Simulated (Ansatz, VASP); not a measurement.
CrO2: VASP beside Ansatz

INCAR

```
PREC = Accurate ; ENCUT = 520
EDIFF = 1E-7 ; ISMEAR = 1
SIGMA = 0.1 ; LREAL = False
LASPH = True ; NELM = 150
ALGO = Normal ; ISIF = 2
LWAVE = False ; LCHARG = False
ISPIN = 2 ; MAGMOM = 3.9 3.9 0 0 0 0
LORBIT = 11 ; LMAXMIX = 4
GGA = PS ; IVDW = 12
NBANDS = 37
```

KPOINTS

```
regular mesh
0
Gamma
  5 5 8
```

Contents of POSCAR:

```
CrO2
1.0
    4.4480510100      0.0000000000      0.0000000000
    0.0000000000      4.5292350100      0.0000000000
    0.0000000000      0.0000000000      2.9859640000
Cr O
2 4
Direct
    0.5000000000      0.5000000000      0.5000000000
    0.0000000000      0.0000000000      0.0000000000
    0.7929690000      0.1898170000      0.5000000000
    0.2070310000      0.8101830000      0.5000000000
    0.7070310000      0.6898170000      0.0000000000
    0.2929690000      0.3101830000      0.0000000000
```

Input for Ansatz:

```yaml
crystal:
  lattice:
    - [4.44805101, 0.0, 0.0]
    - [0.0, 4.52923501, 0.0]
    - [0.0, 0.0, 2.985964]
  atoms:
    - { symbol: Cr, position: [0.5, 0.5, 0.5] }
    - { symbol: Cr, position: [0.0, 0.0, 0.0] }
    - { symbol: O, position: [0.792969, 0.189817, 0.5] }
    - { symbol: O, position: [0.207031, 0.810183, 0.5] }
    - { symbol: O, position: [0.707031, 0.689817, 0.0] }
    - { symbol: O, position: [0.292969, 0.310183, 0.0] }
basis:
  ecutwfc: 639.467576780718
  xc_grid: 3
kpoints:
  mp_grid:
    grid: [5, 5, 8]
    shift: [0.0, 0.0, 0.0]
hamiltonian:
  xc: pbesol
  dispersion: d3bj
magnetization:
  spin_polarized: true
  per_species:
    Cr: 3.9
scf:
  n_extra_bands: 6
  convergence:
    dr2_threshold: 1.0e-08
  lower_state_search: "off"
  mixing:
    algorithm: anderson
  occupations:
    method: cold
output:
  forces: true
checkpoint:
  write: state
```

Alike in both runs: task single point; functional PBEsol; dispersion D3(BJ); k mesh 5 × 5 × 8; collinear spin.

|  | VASP | Ansatz |
| --- | --- | --- |
| version | VASP 6.6.1 | Ansatz 0.2.0 |
| potentials or method | VASP PAW PBE potentials, release 64 (Cr_pv, O), cutoff 520 eV | plane waves, PAW |
| occupations | methfessel-paxton of order 1, width 0.1 eV | cold |
| valence electrons in the cell | 48 | 52 |

Ansatz gave:

* rms of the force components (eV/Å): 0.179
* net moment per atom (μB): 0.67
* size of the moment on the site where the two differ most (μB): 1.78

Q: Estimate VASP's values.

A: rms of the force components (eV/Å): 0.172; net moment per atom (μB): 0.67; size of the moment on the site where the two differ most (μB): 2.13.

VASP's potentials were made for PBE, not for PBEsol. Site moments also hang on the region over which each program counts them. Atom by atom the forces differ by 0.007 eV/Å (rms over components). VASP's potentials hold 48 valence electrons a cell and Ansatz's 52, so a difference there can come from the potentials and not from the codes. Ansatz's warnings: moment headroom below auto, stability check not made.
